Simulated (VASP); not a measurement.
Runs of VASP 6.6.1 on Co2F. The structure is that of space group Fm-3m (No. 225), or close to it. The cells are those of the table. 

```csv
task,cell,k mesh,cutoff (eV),gap on the mesh (eV),pressure (GPa),moment (μB)
relaxation of cell and atoms,"relaxed from a = 3.489 Å, angles 60.0°, 3 atoms",6 × 6 × 6,600,none,0.2,4.14
single point,"a = 3.764 Å, angles 60.0°, 3 atoms",6 × 6 × 6,520,none,(b),4.16
single point,"a = 3.756 Å, angles 60.0°, 3 atoms",16 × 16 × 16,520,none,(a),4.08
single point,"a = 3.489 Å, angles 60.0°, 3 atoms",6 × 6 × 6,520,none,35.2,3.84
```

Alike in all rows: level PBE; potentials or basis VASP PAW PBE potentials, release 64 (Co, F); spin collinear, ferromagnetic start; smearing gaussian 0.1 eV.

Q: Fill in the values left out.

A: (a) -0.5; (b) -0.6.

Caveats: some runs use coarse meshes.

A gap of «none» marks levels without a gap at the run's occupations.
